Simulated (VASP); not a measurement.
# SrC8 in VASP: a series of runs, part 2 of 2

VASP 6.6.1. The steps go on from the part before.

### 5 Relaxation of cell and atoms, PBE+D3(BJ)

Input file INCAR:

```
SYSTEM = SrC8
PREC = Accurate ; ENCUT = 600
EDIFF = 1E-7 ; ISMEAR = 0
SIGMA = 0.1 ; LREAL = .False.
LASPH = .True. ; NELM = 60
ALGO = Normal ; ISIF = 3
LWAVE = .False. ; LCHARG = .False.
GGA = PE ; IVDW = 12
IBRION = 2 ; NSW = 90
EDIFFG = -0.04
```

Input file KPOINTS:

```
regular mesh
0
Gamma
  6 6 4
  0 0 0
```

Input file POSCAR:

```
SrC8
1.0
    4.9120360200      0.0000000000      0.0000000000
   -2.4560180100      4.2539479800      0.0000000000
    0.0000000000      0.0000000000      3.9221041200
Sr C
1 8
Direct
    0.0000000000      0.0000000000      0.5000000000
    0.3333333300      0.6666666700      0.0000000000
    0.3333333300      0.1666666700      0.0000000000
    0.8333333300      0.6666666700      0.0000000000
    0.8333333300      0.1666666700      0.0000000000
    0.1666666700      0.8333333300      0.0000000000
    0.1666666700      0.3333333300      0.0000000000
    0.6666666700      0.8333333300      0.0000000000
    0.6666666700      0.3333333300      0.0000000000
```

Potentials or basis: VASP PAW PBE potentials, release 64 (Sr_sv, C).

The run is started by

```sh
$ cat potpaw_PBE.64/Sr_sv/POTCAR potpaw_PBE.64/C/POTCAR > POTCAR
$ mpirun -np 1 vasp_std > vasp.out
```

OUTCAR:

```text
SYSTEM = SrC8
   PREC = Accurate
   ENCUT = 600
   EDIFF = 1E-7
   ISMEAR = 0
   LREAL = .False.
   LASPH = .True.
   NELM = 60
   ISIF = 3
   GGA = PE
   IVDW = 12
   IBRION = 2
   NSW = 90
   EDIFFG = -0.04
 IVDW          = 12

 ion  position               nearest neighbor table
   1  0.000  0.000  0.500-   3 2.42   8 2.42   3 2.42   8 2.42   7 2.42   4 2.42   7 2.42   4 2.42
                             5 2.42   6 2.42   5 2.42   6 2.42   2 3.45   9 3.45   2 3.45   9 3.45
   2  0.333  0.667  0.000-   6 1.42   8 1.42   7 1.42   1 3.45   1 3.45   1 3.45   1 3.45   1 3.45
                             1 3.45
   3  0.333  0.167  0.000-   7 1.42   9 1.42   6 1.42   1 2.42   1 2.42
   4  0.833  0.667  0.000-   8 1.42   6 1.42   9 1.42   1 2.42   1 2.42
   5  0.833  0.167  0.000-   9 1.42   7 1.42   8 1.42   1 2.42   1 2.42
   6  0.167  0.833  0.000-   2 1.42   4 1.42   3 1.42   1 2.42   1 2.42
   7  0.167  0.333  0.000-   3 1.42   5 1.42   2 1.42   1 2.42   1 2.42
   8  0.667  0.833  0.000-   4 1.42   2 1.42   5 1.42   1 2.42   1 2.42
   9  0.667  0.333  0.000-   5 1.42   3 1.42   4 1.42   1 3.45   1 3.45   1 3.45   1 3.45   1 3.45
                             1 3.45

  LATTYP: Found a hexagonal cell.
 ALAT       =     4.9120360200
 C/A-ratio  =     0.7984681106

  Lattice vectors:

 A1 = (   4.9120360200,   0.0000000000,   0.0000000000)
 A2 = (  -2.4560180100,   4.2539479800,   0.0000000000)
 A3 = (   0.0000000000,   0.0000000000,   3.9221041200)

Analysis of symmetry for initial positions (statically):
=====================================================================
 Subroutine PRICEL returns:
 Original cell was already a primitive cell.

 Routine SETGRP: Setting up the symmetry group for a
 hexagonal supercell.

 Subroutine GETGRP returns: Found 24 space group operations
 (whereof 24 operations were pure point group operations)
 out of a pool of 24 trial point group operations.

The static configuration has the point symmetry D_6h.

Analysis of symmetry for dynamics (positions and initial velocities):
=====================================================================
 Subroutine PRICEL returns:
 Original cell was already a primitive cell.

 Routine SETGRP: Setting up the symmetry group for a
 hexagonal supercell.

 Subroutine GETGRP returns: Found 24 space group operations
 (whereof 24 operations were pure point group operations)
 out of a pool of 24 trial point group operations.

The dynamic configuration has the point symmetry D_6h.

 Subroutine INISYM returns: Found 24 space group operations
 (whereof 24 operations are pure point group operations),
 and found     1 'primitive' translations

----------------------------------------------------------------------------------------

                                     Primitive cell

  volume of cell :      81.9545

  direct lattice vectors                    reciprocal lattice vectors
     4.912036020  0.000000000  0.000000000     0.203581569  0.117537874  0.000000000
    -2.456018010  4.253947980  0.000000000     0.000000000  0.235075747  0.000000000
     0.000000000  0.000000000  3.922104120     0.000000000  0.000000000  0.254965184

  length of vectors
     4.912036020  4.912036022  3.922104120     0.235075747  0.235075747  0.254965184

  position of ions in fractional coordinates (direct lattice)
     0.000000000  0.000000000  0.500000000
     0.333333330  0.666666670  0.000000000
     0.333333330  0.166666670  0.000000000
     0.833333330  0.666666670  0.000000000
     0.833333330  0.166666670  0.000000000
     0.166666670  0.833333330  0.000000000
     0.166666670  0.333333330  0.000000000
     0.666666670  0.833333330  0.000000000
     0.666666670  0.333333330  0.000000000

  ion indices of the primitive-cell ions
   primitive index   ion index
[... 33 lines left out ...]

 Found     21 irreducible k-points:

 Following reciprocal coordinates:
            Coordinates               Weight
  0.000000  0.000000  0.000000      1.000000
  0.166667  0.000000  0.000000      6.000000
  0.333333 -0.000000  0.000000      6.000000
  0.500000  0.000000  0.000000      3.000000
  0.166667  0.166667  0.000000      6.000000
  0.333333  0.166667  0.000000     12.000000
[... 13 lines left out ...]
  0.333333  0.166667  0.500000     12.000000
  0.333333  0.333333  0.500000      2.000000
   k-points           NKPTS =     21   k-points in BZ     NKDIM =     21   number of bands    NBANDS=     26
   number of dos      NEDOS =    301   number of ions     NIONS =      9
   total plane-waves  NPLWV =  51200
   dimension x,y,z NGX =    40 NGY =   40 NGZ =   32
   dimension x,y,z NGXF=    80 NGYF=   80 NGZF=   64
   ions per type =               1   8
   NGX,Y,Z   is equivalent  to a cutoff of  13.54, 13.54, 13.56 a.u.
   NGXF,Y,Z  is equivalent  to a cutoff of  27.08, 27.08, 27.13 a.u.
 SYSTEM =  SrC8
   PREC   = accura    normal or accurate (medium, high low for compatibility)
   ISTART =      0    job   : 0-new  1-cont  2-samecut
   ICHARG =      2    charge: 1-file 2-atom 10-const
   ISPIN  =      1    spin polarized calculation?
   LNONCOLLINEAR =      F non collinear calculations
   LSORBIT =      F    spin-orbit coupling
   LASPH  =      T    aspherical Exc in radial PAW
   ENCUT  =  600.0 eV  44.10 Ry    6.64 a.u.   9.81  9.81  7.83*2*pi/ulx,y,z
   NELM   =     60;   NELMIN=  2; NELMDL= -5     # of ELM steps
   EDIFF  = 0.1E-06   stopping-criterion for ELM
   LREAL  =      F    real-space projection
   EDIFFG = -.4E-01   stopping-criterion for IOM
   NSW    =     90    number of steps for IOM
   IBRION =      2    ionic relax: 0-MD 1-quasi-New 2-CG
   NFREE  =      1    steps in history (QN), initial steepest desc. (CG)
   ISIF   =      3    stress and relaxation
   ISYM   =      2    0-nonsym 1-usesym 2-fastsym
   POTIM  = 0.5000    time-step for ionic-motion
   TEBEG  =    0.0;   TEEND  =   0.0 temperature during run
   PSTRESS=    0.0 pullay stress
   NELECT =      42.0000    total number of electrons
   NUPDOWN=      -1.0000    fix difference up-down
   EMIN   =  10.00;   EMAX   =-10.00  energy-range for DOS
   EFERMI =   0.00;   METHOD = LEGACY
   ISMEAR =     0;   SIGMA  =   0.10  broadening in eV -4-tet -1-fermi 0-gaus
   EFERMI_NEDOS =   21; number of points for ismear=-14 and -15
   IALGO  =     38    algorithm
   IMIX   =      4    mixing-type and parameters
     AMIX     =   0.40;   BMIX     =  1.00
     AMIX_MAG =   1.60;   BMIX_MAG =  1.00
  volume/ion in A,a.u.               =       9.11        61.45
  Fermi-wavevector in a.u.,A,eV,Ry     =   1.310088  2.475706 23.352079  1.716329
  Thomas-Fermi vector in A             =   2.440642
   LORBIT       =      0    0 simple, 1 ext, 2 COOP (PROOUT), +10 PAW based schemes
   GGA     = PE    functional components
   LHFCALC =     F    Hartree Fock is set to
   AEXX    =    0.0000 exact exchange contribution
   IVDW    =    12    specifies the selected vdW correction
   LEPSILON=     F    determine dielectric tensor
   LRPA    =     F    only Hartree local field effects (RPA)
 conjugate gradient relaxation of ions
 non-spin polarized calculation
 Gauss-broadening in eV      SIGMA  =   0.10
  energy-cutoff  :      600.00
  volume of cell :       81.95
 maximum number of plane-waves:      2747
 NGX is ok and might be reduce to    40
   NGX = 19   NGY = 19   NGZ = 15

--------------------------------------- Ionic step        1  -------------------------------------------

 number of electron      41.9999999 magnetization

 Free energy of the ion-electron system (eV)
  ---------------------------------------------------
  ext. energy  EPLUGINS =         0.00000000
  ---------------------------------------------------
  free energy    TOTEN  =       -72.83354124 eV

  energy without entropy =      -72.82861330  energy(sigma->0) =      -72.83107727

------------------------ aborting loop because EDIFF is reached ----------------------------------------

 Edisp (eV)   -1.62614

 E8    (eV) :    -0.5967
[... 85 lines left out ...]
--------------------------------------- Ionic step        3  -------------------------------------------

 number of electron      41.9999998 magnetization

 E-fermi :   5.9776     XC(G=0): -10.1940

 val. band max:        5.9115008753   @ k =   0.0000   0.0000   0.0000
 cond. band min:       6.1321849193   @ k =   0.1667   0.0000   0.0000
 fundamental gap:      0.2206840440
 Fermi energy:         5.9775929470

 k-point     1 :       0.0000    0.0000    0.0000
  band No.  band energies     occupation
      1     -29.3083      2.00000
      2     -14.1777      2.00000
      3     -11.9303      2.00000
      4     -11.9296      2.00000
      5     -11.9296      2.00000
      6      -9.7822      2.00000
[... 879 lines left out ...]
--------------------------------------- Ionic step        9  -------------------------------------------

 number of electron      42.0000007 magnetization

 Free energy of the ion-electron system (eV)
  ---------------------------------------------------
  ext. energy  EPLUGINS =         0.00000000
  ---------------------------------------------------
  free energy    TOTEN  =       -75.68799691 eV

  energy without entropy =      -75.68125875  energy(sigma->0) =      -75.68462783

 E-fermi :   5.6077     XC(G=0):  -9.7175

 val. band max:        5.5766742429   @ k =   0.1667   0.1667   0.0000
 cond. band min:       5.6450248736   @ k =   0.1667   0.0000   0.5000
 fundamental gap:      0.0683506307
 Fermi energy:         5.6076844816

 k-point     1 :       0.0000    0.0000    0.0000
  band No.  band energies     occupation
      1     -30.9079      2.00000
      2     -14.9877      2.00000
      3     -13.1352      2.00000
      4     -13.0947      2.00000
      5     -13.0947      2.00000
      6      -9.7428      2.00000
[... 638 lines left out ...]
  FREE ENERGIE OF THE ION-ELECTRON SYSTEM (eV)
  ---------------------------------------------------
  free  energy   TOTEN  =       -77.0070676369 eV

  energy  without entropy=      -77.0003294800  energy(sigma->0) =      -77.00369856

 reached required accuracy - stopping structural energy minimisation
```

Wall time 5.2 min (1 thread of Intel Xeon Platinum 8559C (Emerald Rapids), shared host); peak memory 0.26 GiB.

Results:

| Property | Result |
| --- | --- |
| Free energy | -77.0071 eV |
| Relaxed volume | 11.46 Å³/atom |
| Relaxed cell | a = 4.985 Å, b = 4.985 Å, c = 4.794 Å, α = 90.00°, β = 90.00°, γ = 120.00° |
| Space group after relaxing (to 0.1 Å) | P6/mmm (No. 191) |
| Energy gained by relaxing | 283.0 meV/atom |
| Ionic steps | 9 |
| Pressure after relaxing | 0.4 GPa |
| Largest force after relaxing | 0.023 eV/Å |
| Band gap on the k mesh | zero (bands 21 and 22 overlap by 1.64 eV) |
| Dispersion energy per atom | -0.147 eV |

Forces on the atoms (eV/Å):
```
Sr   0.000  0.000  0.000
C    0.000  0.000  0.000
C   -0.020 -0.012  0.000
C    0.000  0.023  0.000
C    0.020 -0.012  0.000
C   -0.020  0.012  0.000
C    0.000 -0.023  0.000
C    0.020  0.012  0.000
C    0.000  0.000  0.000
```

The path:
```tsv
step	energy change (eV)	largest force (eV/Å)	pressure (GPa)	volume (Å³)
1	0.0000	2.1222	33.71	81.95
2	-0.1913	4.2723	-13.88	106.70
3	-1.4365	1.9135	2.85	93.18
4	-2.2691	0.8009	-6.12	102.03
5	-2.2695	1.0843	-6.65	102.92
6	-2.2851	0.0939	10.87	102.35
7	-2.5284	0.6239	1.34	102.75
8	-2.4942	1.0761	-0.84	103.92
9	-2.5474	0.0235	0.42	103.18
```

Final structure:
```
CELL_PARAMETERS angstrom
4.98539 0.00000 0.00000
-2.49270 4.31748 0.00000
0.00000 0.00000 4.79376
ATOMIC_POSITIONS crystal
Sr 0.00000 0.00000 0.50000
C 0.33333 0.66667 0.00000
C 0.33478 0.16739 0.00000
C 0.83261 0.66522 0.00000
C 0.83261 0.16739 0.00000
C 0.16739 0.83261 0.00000
C 0.16739 0.33478 0.00000
C 0.66522 0.83261 0.00000
C 0.66667 0.33333 0.00000
```

Caveat: the k points lie up to 0.33 Å⁻¹ apart in the final cell, too coarse for converged energies and pressures of a metal; the volume moved by over 15 % at a fixed basis, so the end points are rough.

### 6 Single point, PBE+D3(BJ)

This run uses another cell than the first one, of 11.57 Å³/atom.

Input file INCAR:

```
SYSTEM = SrC8
PREC = Accurate ; ENCUT = 520
EDIFF = 1E-7 ; ISMEAR = 0
SIGMA = 0.2 ; LREAL = .FALSE.
LASPH = .TRUE. ; NELM = 100
ALGO = Normal ; ISIF = 2
LWAVE = .FALSE. ; LCHARG = .TRUE.
GGA = PE ; IVDW = 12
LELF = .TRUE. ; LVHAR = .TRUE.
NBANDS = 31
```

Input file KPOINTS:

```
regular mesh
0
G
  4 6 6
  0 0 0
```

Input file POSCAR:

```
SrC8
1.0
    0.0001142018     -0.0013095745      4.8372095655
    4.9853041171      0.0001201952      0.0001165114
   -2.4925473449      4.3171424841     -0.0012553685
Sr C
1 8
Direct
    0.5000288933      0.0000586599      0.0000346530
   -0.0000207351      0.3333302661      0.6666643161
    0.0000210194      0.3345547547      0.1672746601
   -0.0000336423      0.8327062819      0.6654302129
    0.0000266636      0.8327145360      0.1672800147
    0.9999824064      0.1672714778      0.8327078958
    0.0000387848      0.1672752536      0.3345599456
   -0.0000134810      0.6654303925      0.8327189766
   -0.0000299092      0.6666583773      0.3333293253
```

Potentials or basis: VASP PAW PBE potentials, release 64 (Sr_sv, C).

The run is started by

```sh
$ cat potpaw_PBE.64/Sr_sv/POTCAR potpaw_PBE.64/C/POTCAR > POTCAR
$ mpirun -np 1 vasp_std > vasp.out
```

Run time: 3.5 min. Hardware: 1 thread of Intel Xeon Platinum 8559C (Emerald Rapids), shared host; peak memory 0.36 GiB.

It converged, with:

| Property | Result |
| --- | --- |
| Free energy | -77.0394 eV |
| Pressure | 0.3 GPa |
| Largest force | 0.010 eV/Å |
| Band gap on the k mesh | zero (bands 21 and 22 overlap by 1.63 eV) |
| Dispersion energy per atom | -0.146 eV |

Forces on the atoms (eV/Å):
```
Sr   0.000  0.000 -0.001
C    0.000  0.000  0.000
C    0.008  0.005  0.000
C    0.001 -0.007  0.000
C   -0.007  0.005  0.000
C    0.006 -0.004  0.000
C    0.000  0.008  0.000
C   -0.007 -0.005  0.000
C   -0.001 -0.001  0.001
```

Stress tensor (GPa, compression positive):
```
 0.36 -0.02  0.00
-0.02  0.39  0.01
 0.00  0.01  0.20
```

Levels at points of the mesh, in eV from the Fermi level:
```csv
k point,band 18,band 19,band 20,band 21,band 22,band 23,band 24,band 25
"(0.00, 0.00, 0.00)",-4.18,-4.18,-3.57,-0.89,-0.02,-0.02,0.58,2.43
"(0.50, 0.00, 0.00)",-3.92,-3.92,-3.75,-1.08,-0.96,-0.96,1.49,3.95
"(0.00, 0.50, 0.00)",-6.14,-4.93,-3.97,0.65,0.73,1.07,1.61,3.54
"(0.00, 0.50, 0.50)",-6.14,-4.93,-3.97,0.65,0.73,1.07,1.61,3.54
"(0.50, 0.50, 0.00)",-6.13,-4.49,-4.31,0.37,1.18,1.94,3.15,3.27
"(0.50, 0.50, 0.50)",-6.14,-4.49,-4.31,0.37,1.18,1.94,3.15,3.27
"(0.00, 0.00, 0.50)",-6.14,-4.93,-3.97,0.65,0.73,1.07,1.61,3.54
"(0.50, 0.00, 0.50)",-6.14,-4.49,-4.31,0.37,1.18,1.94,3.15,3.27
```

### 7 Overview

| task | cell | k mesh | cutoff (eV) | smearing | gap on the mesh (eV) | pressure (GPa) | largest force (eV/Å) |
| --- | --- | --- | --- | --- | --- | --- | --- |
| single point | a = 4.912, b = 4.912, c = 3.922 Å, angles 90.0, 90.0, 120.0°, 9 atoms, atomic positions A | 6 × 6 × 4 | 520 | gaussian 0.1 eV | none | 34.1 | 2.12 |
| single point | a = 4.985, b = 4.985, c = 4.838 Å, angles 90.0, 90.0, 120.0°, 9 atoms, atomic positions A | 6 × 6 × 4 | 520 | gaussian 0.1 eV | none | 0.3 | 0.01 |
| single point | a = 4.818, b = 4.987, c = 4.987 Å, angles 120.0, 90.0, 90.0°, 9 atoms, atomic positions B | 4 × 6 × 6 | 520 | gaussian 0.2 eV | none | 0.3 | 0.04 |
| relaxation of cell and atoms | relaxed from a = 4.912, b = 4.912, c = 3.922 Å, angles 90.0, 90.0, 120.0°, 9 atoms, atomic positions A | 6 × 6 × 4 | 600 | gaussian 0.1 eV | none | 0.4 | 0.02 |
| single point | a = 4.837, b = 4.985, c = 4.985 Å, angles 120.0, 90.0, 90.0°, 9 atoms, atomic positions B | 4 × 6 × 6 | 520 | gaussian 0.2 eV | none | 0.3 | 0.01 |

Alike in all rows: level PBE+D3(BJ); potentials or basis VASP PAW PBE potentials, release 64 (Sr_sv, C); no spin polarisation.

Caveats: some runs use coarse meshes; forces of over 1 eV/Å act on the atoms, so gaps and moduli don't describe the material at rest (at least some runs); the volume moved by over 15 % at a fixed basis, so the end points are rough (at least some runs).

Absolute energies hang on the potentials; compare differences alone.
